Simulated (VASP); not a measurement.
A run of VASP 6.6.1:

Contents of INCAR:

```
PREC = Accurate
ENCUT = 600
EDIFF = 1E-6
ISMEAR = 0
SIGMA = 0.01
LREAL = F
LASPH = T
NELM = 120
ALGO = Normal
ISIF = 2
LWAVE = F
LCHARG = F
NBANDS = 11
GGA_COMPAT = F
```

Contents of KPOINTS:

```
Automatic mesh
0
Gamma
  10 10 10
```

Contents of POSCAR:

```
MgO
1.0
    0.0000000000      2.0795793314      2.0795793314
    2.0795793314      0.0000000000      2.0795793314
    2.0795793314      2.0795793314      0.0000000000
Mg O
1 1
Direct
    0.0000000000      0.0000000000      0.0000000000
    0.5000000000      0.5000000000      0.5000000000
```

Potentials or basis: VASP PAW LDA potentials, release 64 (Mg, O).

Command:

```bash
$ cat potpaw_LDA.64/Mg/POTCAR potpaw_LDA.64/O/POTCAR > POTCAR
$ mpirun -np 1 vasp_std > vasp.out
```

Hardware: 1 thread of Intel Xeon 6975P-C, on a shared host.

Problem. Estimate the wall time of this run.

Solution. It took 3.8 s on 1 thread of Intel Xeon 6975P-C, on a shared host, peak memory 0.13 GiB. Counts: scf iterations 11, k points 47.
